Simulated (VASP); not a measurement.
# Hf2B3 (Pm-3m) in VASP: a series of runs

Hf2B3 is run at these levels: PBE; tasks: single point, relaxation of cell and atoms.

Everything below comes from runs of VASP 6.6.1. Logs are shortened: lines on timing, memory, paths and dates and some standing lists are left out, and cuts for length are marked.

## 1. The cell of the first run

The structure is cubic, space group Pm-3m (No. 221). Conventional cell: a = 4.023 Å, b = 4.023 Å, c = 4.023 Å, α = 90.00°, β = 90.00°, γ = 90.00°. Within 3.7 Å of Hf (site symmetry m-3m) lie 12 B at 2.84 Å and 8 Hf at 3.48 Å. Within 2.7 Å of Hf (site symmetry m-3m) lie 6 B at 2.01 Å. B (site symmetry 4/mmm) has 2 Hf at 2.01 Å within 2.7 Å.

## 2. Single point, PBE

The input, INCAR:

```
PREC = Accurate
ENCUT = 520
EDIFF = 1E-7
ISMEAR = 0
SIGMA = 0.1
LREAL = F
LASPH = T
NELM = 100
ALGO = Normal
ISIF = 2
LWAVE = F
LCHARG = F
GGA = PE
NBANDS = 22
```

The input, KPOINTS:

```
regular mesh
0
Gamma
  4 4 4
```

The input, POSCAR:

```
Hf2B3
1.0
    4.0225368800      0.0000000000      0.0000000000
    0.0000000000      4.0225368800      0.0000000000
    0.0000000000      0.0000000000      4.0225368800
Hf B
2 3
Direct
    0.0000000000      0.0000000000      0.0000000000
    0.5000000000      0.5000000000      0.5000000000
    0.0000000000      0.5000000000      0.5000000000
    0.5000000000      0.0000000000      0.5000000000
    0.5000000000      0.5000000000      0.0000000000
```

Potentials or basis: VASP PAW PBE potentials, release 64 (Hf_pv, B).

Run with:

```console
> cat potpaw_PBE.64/Hf_pv/POTCAR potpaw_PBE.64/B/POTCAR > POTCAR
> mpirun -np 1 vasp_std > vasp.out
```

OUTCAR:

```text
PREC = Accurate
   ENCUT = 520
   EDIFF = 1E-7
   ISMEAR = 0
   LREAL = F
   LASPH = T
   NELM = 100
   ISIF = 2
   GGA = PE

 ion  position               nearest neighbor table
   1  0.000  0.000  0.000-   3 2.84   4 2.84   5 2.84   3 2.84   4 2.84   3 2.84   5 2.84   3 2.84
                             4 2.84   5 2.84   4 2.84   5 2.84   2 3.48   2 3.48   2 3.48   2 3.48
   2  0.500  0.500  0.500-   3 2.01   4 2.01   5 2.01   5 2.01   4 2.01   3 2.01   1 3.48   1 3.48
                             1 3.48   1 3.48   1 3.48   1 3.48   1 3.48   1 3.48
   3  0.000  0.500  0.500-   2 2.01   2 2.01   1 2.84   1 2.84   1 2.84   1 2.84
   4  0.500  0.000  0.500-   2 2.01   2 2.01   1 2.84   1 2.84   1 2.84   1 2.84
   5  0.500  0.500  0.000-   2 2.01   2 2.01   1 2.84   1 2.84   1 2.84   1 2.84

  LATTYP: Found a simple cubic cell.
 ALAT       =     4.0225368800

  Lattice vectors:

 A1 = (   4.0225368800,   0.0000000000,   0.0000000000)
 A2 = (   0.0000000000,   4.0225368800,   0.0000000000)
 A3 = (   0.0000000000,   0.0000000000,   4.0225368800)

Analysis of symmetry for initial positions (statically):
=====================================================================
 Subroutine PRICEL returns:
 Original cell was already a primitive cell.

 Routine SETGRP: Setting up the symmetry group for a
 simple cubic supercell.

 Subroutine GETGRP returns: Found 48 space group operations
 (whereof 48 operations were pure point group operations)
 out of a pool of 48 trial point group operations.

The static configuration has the point symmetry O_h .

Analysis of symmetry for dynamics (positions and initial velocities):
=====================================================================
 Subroutine PRICEL returns:
 Original cell was already a primitive cell.

 Routine SETGRP: Setting up the symmetry group for a
 simple cubic supercell.

 Subroutine GETGRP returns: Found 48 space group operations
 (whereof 48 operations were pure point group operations)
 out of a pool of 48 trial point group operations.

The dynamic configuration has the point symmetry O_h .

 Subroutine INISYM returns: Found 48 space group operations
 (whereof 48 operations are pure point group operations),
 and found     1 'primitive' translations

----------------------------------------------------------------------------------------

                                     Primitive cell
[... 77 lines left out ...]
   LNONCOLLINEAR =      F non collinear calculations
   LSORBIT =      F    spin-orbit coupling
   LASPH  =      T    aspherical Exc in radial PAW
   ENCUT  =  520.0 eV  38.22 Ry    6.18 a.u.   7.48  7.48  7.48*2*pi/ulx,y,z
   NELM   =    100;   NELMIN=  2; NELMDL= -5     # of ELM steps
   EDIFF  = 0.1E-06   stopping-criterion for ELM
   LREAL  =      F    real-space projection
   EDIFFG = 0.1E-05   stopping-criterion for IOM
   NSW    =      0    number of steps for IOM
   IBRION =     -1    ionic relax: 0-MD 1-quasi-New 2-CG
   NFREE  =      0    steps in history (QN), initial steepest desc. (CG)
   ISIF   =      2    stress and relaxation
   ISYM   =      2    0-nonsym 1-usesym 2-fastsym
   POTIM  = 0.5000    time-step for ionic-motion
   TEBEG  =    0.0;   TEEND  =   0.0 temperature during run
   PSTRESS=    0.0 pullay stress
   NELECT =      29.0000    total number of electrons
   NUPDOWN=      -1.0000    fix difference up-down
   EMIN   =  10.00;   EMAX   =-10.00  energy-range for DOS
[... 5 lines left out ...]
     AMIX     =   0.40;   BMIX     =  1.00
     AMIX_MAG =   1.60;   BMIX_MAG =  1.00
  volume/ion in A,a.u.               =      13.02        87.85
  Fermi-wavevector in a.u.,A,eV,Ry     =   1.250376  2.362869 21.271911  1.563441
  Thomas-Fermi vector in A             =   2.384374
   LORBIT       =      0    0 simple, 1 ext, 2 COOP (PROOUT), +10 PAW based schemes
   GGA     = PE    functional components
   LHFCALC =     F    Hartree Fock is set to
   AEXX    =    0.0000 exact exchange contribution
   IVDW    =     0    specifies the selected vdW correction
   LEPSILON=     F    determine dielectric tensor
   LRPA    =     F    only Hartree local field effects (RPA)
 non-spin polarized calculation
 Gauss-broadening in eV      SIGMA  =   0.10
  energy-cutoff  :      520.00
  volume of cell :       65.09
 maximum number of plane-waves:      1763
 NGX is ok and might be reduce to    30
   NGX = 15   NGY = 15   NGZ = 15

 number of electron      29.0000000 magnetization

 Free energy of the ion-electron system (eV)
  ---------------------------------------------------
  ext. energy  EPLUGINS =         0.00000000
  ---------------------------------------------------
  free energy    TOTEN  =       -34.30230240 eV

  energy without entropy =      -34.28809939  energy(sigma->0) =      -34.29520090

 E-fermi :   5.5625     XC(G=0): -11.5237

 val. band max:        5.0911243658   @ k =   0.5000   0.5000   0.2500
 cond. band min:       5.5643844446   @ k =   0.5000   0.0000   0.0000
 fundamental gap:      0.4732600788
 Fermi energy:         5.5625039015

 k-point     1 :       0.0000    0.0000    0.0000
  band No.  band energies     occupation
      1     -26.5212      2.00000
      2     -26.5212      2.00000
      3     -26.5212      2.00000
      4     -23.6212      2.00000
      5     -23.6212      2.00000
      6     -23.6212      2.00000
[... 239 lines left out ...]
     21       9.3857      0.00000
     22       9.9467      0.00000

------------------------ aborting loop because EDIFF is reached ----------------------------------------

  FORCE on cell =-STRESS in cart. coord.  units (eV):
  Direction    XX          YY          ZZ          XY          YZ          ZX
  --------------------------------------------------------------------------------------
  -------------------------------------------------------------------------------------
  Total        7.1330462      7.1330462      7.1330462     -0.0000000     -0.0000000     -0.0000000
  in kB      175.5842332    175.5842332    175.5842332     -0.0000000     -0.0000000     -0.0000000
  external PRESSURE =     175.5842332 kB  Pullay stress =       0.0000000 kB

 VOLUME and BASIS-vectors are now :
 -----------------------------------------------------------------------------
  energy-cutoff  :      520.00
  volume of cell :       65.09
      direct lattice vectors                 reciprocal lattice vectors
     4.022536880  0.000000000  0.000000000     0.248599337  0.000000000  0.000000000
     0.000000000  4.022536880  0.000000000     0.000000000  0.248599337  0.000000000
     0.000000000  0.000000000  4.022536880     0.000000000  0.000000000  0.248599337

 POSITION                                       TOTAL-FORCE (eV/Angst)
 -----------------------------------------------------------------------------------
      0.00000      0.00000      0.00000         0.000000      0.000000      0.000000
      2.01127      2.01127      2.01127         0.000000      0.000000      0.000000
      0.00000      2.01127      2.01127         0.000000      0.000000      0.000000
      2.01127      0.00000      2.01127         0.000000      0.000000      0.000000
      2.01127      2.01127      0.00000         0.000000      0.000000      0.000000
 -----------------------------------------------------------------------------------
    total drift:                                0.000000      0.000000     -0.000000

  FREE ENERGIE OF THE ION-ELECTRON SYSTEM (eV)
  ---------------------------------------------------
  free  energy   TOTEN  =       -34.3023023965 eV

  energy  without entropy=      -34.2880993949  energy(sigma->0) =      -34.29520090
```

Run time: 24 s. Hardware: 1 thread of AMD EPYC 7R43 (Zen 3), shared host; peak memory 0.13 GiB.

What came out:

| Quantity | Value |
| --- | --- |
| Free energy | -34.3023 eV |
| Pressure | 17.6 GPa |

Levels at points of the mesh, in eV from the Fermi level:
```csv
k point,band 12,band 13,band 14,band 15,band 16,band 17
"(0.00, 0.00, 0.00)",-1.60,0.04,0.04,0.04,0.89,0.89
"(0.50, 0.00, 0.00)",-2.36,-2.36,-2.29,-2.29,0.00,1.29
"(0.50, 0.50, 0.00)",-3.39,-3.21,-2.70,0.63,0.63,1.62
"(0.50, 0.50, 0.50)",-5.09,-3.96,-2.64,-2.64,0.96,2.45
```

Caveat: the k points lie up to 0.39 Å⁻¹ apart; spin-orbit coupling is left out, which moves the levels of the heavy elements.

## 3. Single point, PBE

This run uses another cell than the first one, of 14.56 Å³/atom, 1.119 times its volume.

The input, INCAR:

```
SYSTEM = Hf2B3
ALGO = Normal
EDIFF = 1E-7
ENCUT = 520
GGA = PE
ISIF = 2
ISMEAR = 0
LASPH = .True.
LCHARG = .False.
LREAL = .False.
LWAVE = .False.
NBANDS = 22
NELM = 60
PREC = Accurate
SIGMA = 0.1
```

The input, KPOINTS:

```
k-points
0
Gamma
  4 4 4
  0 0 0
```

POSCAR, as its differences from that of step 2:

```diff
@@ -2,5 +2,5 @@
 1.0
-    4.0225368800      0.0000000000      0.0000000000
-    0.0000000000      4.0225368800      0.0000000000
-    0.0000000000      0.0000000000      4.0225368800
+    4.1758221905      0.0000000000      0.0000000000
+    0.0000000000      4.1758221905      0.0000000000
+    0.0000000000      0.0000000000      4.1758221905
 Hf B
```

Potentials or basis: VASP PAW PBE potentials, release 64 (Hf_pv, B).

Run with:

```console
> cat potpaw_PBE.64/Hf_pv/POTCAR potpaw_PBE.64/B/POTCAR > POTCAR
> mpirun -np 1 vasp_std > vasp.out
```

Run time: 25 s. Hardware: 1 thread of AMD EPYC 7R43 (Zen 3), shared host; peak memory 0.14 GiB.

It converged, with:

| Item | Value |
| --- | --- |
| Free energy | -34.7319 eV |
| Pressure | 1.3 GPa |

Levels at points of the mesh, in eV from the Fermi level:
```
           k point  band 11  band 12  band 13  band 14  band 15  band 16  band 17  band 18
(0.00, 0.00, 0.00)    -1.32    -1.32     0.41     0.41     0.41     1.01     1.01     1.72
(0.50, 0.00, 0.00)    -1.99    -1.83    -1.83    -1.70    -1.70     0.04     1.35     2.34
(0.50, 0.50, 0.00)    -2.77    -2.64    -2.64    -2.10     0.81     0.81     1.62     1.66
(0.50, 0.50, 0.50)    -4.26    -4.26    -3.68    -2.05    -2.05     0.84     2.31     2.31
```

Caveat: the k points lie up to 0.38 Å⁻¹ apart; spin-orbit coupling is left out, which moves the levels of the heavy elements.

[end of part 1 of 2]
